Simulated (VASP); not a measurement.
Pb2F:

```
CELL_PARAMETERS angstrom
-1.78859 1.78859 6.37088
1.78859 -1.78859 6.37088
1.78859 1.78859 -6.37088
ATOMIC_POSITIONS crystal
Pb 0.36500 0.36500 0.00000
Pb 0.63500 0.63500 0.00000
F 0.00000 0.00000 0.00000
```

* Program: VASP 6.6.1
* Task: relaxation of cell and atoms
* Functional: PBE
* Potentials or basis: VASP PAW PBE potentials, release 64 (Pb_d, F)
* Cutoff: 600 eV
* k mesh: 6 × 6 × 6
* Occupations: gaussian, width 0.1 eV
* Spin: no spin polarisation

At the start: pressure -5.0 GPa; volume 27.17 Å³/atom.

How do energy, volume and symmetry change on relaxing?

Over 12 steps the energy falls by 91.6 meV/atom and the volume is 23.37 Å³/atom (-14.0 %); space group I4/mmm (No. 139, to 0.05 Å).

The path:
```csv
step,energy change (eV),largest force (eV/Å),pressure (GPa),volume (Å³)
1,0.0000,0.3270,-5.00,81.52
2,-0.2180,0.4985,-1.12,71.92
3,-0.2288,0.5286,0.46,69.62
4,-0.2570,0.2875,0.56,69.34
5,-0.2687,0.0114,0.81,69.05
6,-0.2689,0.0226,0.84,69.01
7,-0.2728,0.0221,-0.29,70.55
8,-0.2729,0.0215,-0.18,70.32
9,-0.2729,0.0216,-0.10,70.27
10,-0.2739,0.0057,-0.07,70.22
11,-0.2746,0.0448,0.07,70.08
12,-0.2747,0.0293,0.05,70.12
```

Final structure:
```xyz
3
Lattice="-1.7418 1.7418 5.7776 1.7418 -1.7418 5.7776 1.7418 1.7418 -5.7776" Properties=species:S:1:pos:R:3 pbc="T T T"
Pb    0.0000    0.0000    4.1416
Pb    0.0000    0.0000    7.4136
F     0.0000    0.0000    0.0000
```

Caveat: the k points lie up to 0.43 Å⁻¹ apart in the final cell; an odd number of electrons without spin polarisation forces a metal; a magnetic or distorted state may lie lower.
